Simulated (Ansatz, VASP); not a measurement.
Two plane-wave programs on Be3S

```
Be S
1.0
     5.10184   -1.64056    0.00385
     5.10184    1.64056    0.00385
    -2.11652    0.00000    6.17271
Be S
6 2
Direct
  0.99877 0.99877 0.74841
  0.00707 0.00707 0.25452
  0.34915 0.34915 0.71410
  0.35691 0.35691 0.13952
  0.51561 0.51561 0.00334
  0.49114 0.49114 0.49810
  0.13636 0.13636 0.57269
  0.14551 0.14551 0.06932
```

Change from the starting cell: the structure that the rattled Cu3Au (L1_2) type (Pm-3m, No. 221) fell into.

Alike in both runs: functional PBE; k mesh 12 × 12 × 6; occupations gaussian, width 0.1 eV; no spin polarisation.

Ansatz relaxed the structure, and its values are those at the end. VASP's run is a single point on that final structure, the one shown.

|  | VASP | Ansatz |
| --- | --- | --- |
| version | VASP 6.6.1 | Ansatz 0.2.0 |
| potentials or method | VASP PAW PBE potentials, release 64 (Be, S), cutoff 520 eV | scalar-relativistic, plane waves, PAW |
| valence electrons in the cell | 24 | 24 |

|  | VASP | Ansatz | Ansatz less VASP |
| --- | --- | --- | --- |
| gap on the k mesh at the Fermi level (eV) | none | none | - |
| pressure (GPa) | 0.0 | 0.0 | -0.03 |
| rms of the force components (eV/Å) | 0.004 | 0.004 | -0.0006 |

A gap of «none» marks a metal or a gap that the smearing closes.
